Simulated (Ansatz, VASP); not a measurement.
## One calculation of AgCl, two programs

```xyz
4
Lattice="1.8771 -5.5751 0.0000 1.8771 5.5751 0.0000 0.0000 0.0000 3.9371" Properties=species:S:1:pos:R:3 pbc="T T T"
Ag    1.8771    1.1534    2.9528
Ag    1.8771   -1.1534    0.9843
Cl    1.8771   -4.0748    0.9843
Cl    1.8771    4.0748    2.9528
```

Change from the starting cell: volume scaled by 1.01, crystal datasets.

Alike in both runs: task electric field gradients; functional PBE; k mesh 9 × 9 × 8; occupations fermi-dirac, width 0.03 eV; no spin polarisation.

```csv
,VASP,Ansatz
version,VASP 6.6.1,Ansatz 0.2.0
potentials or method,"VASP PAW PBE potentials, release 64 (Ag, Cl), cutoff 520 eV","all-electron PAW with datasets made for the crystal, scalar-relativistic"
```

VASP gave:

```
pressure (GPa)                                                : 1.0
traceless stress, the component that is largest in VASP (GPa) : 0.24
rms of the force components (eV/Å)                            : 0.008
size of Vzz on the site where it differs most (V/Å²)          : 50.4
```

**Question.** What did Ansatz give for the same quantities?

**Answer.** Pressure (GPa): 1.2; traceless stress, the component that is largest in VASP (GPa): 0.19; rms of the force components (eV/Å): 0.008; size of Vzz on the site where it differs most (V/Å²): 48.3.

Atom by atom the forces differ by 0.002 eV/Å (rms over components). Ansatz ran all-electron here, and VASP with PAW potentials.
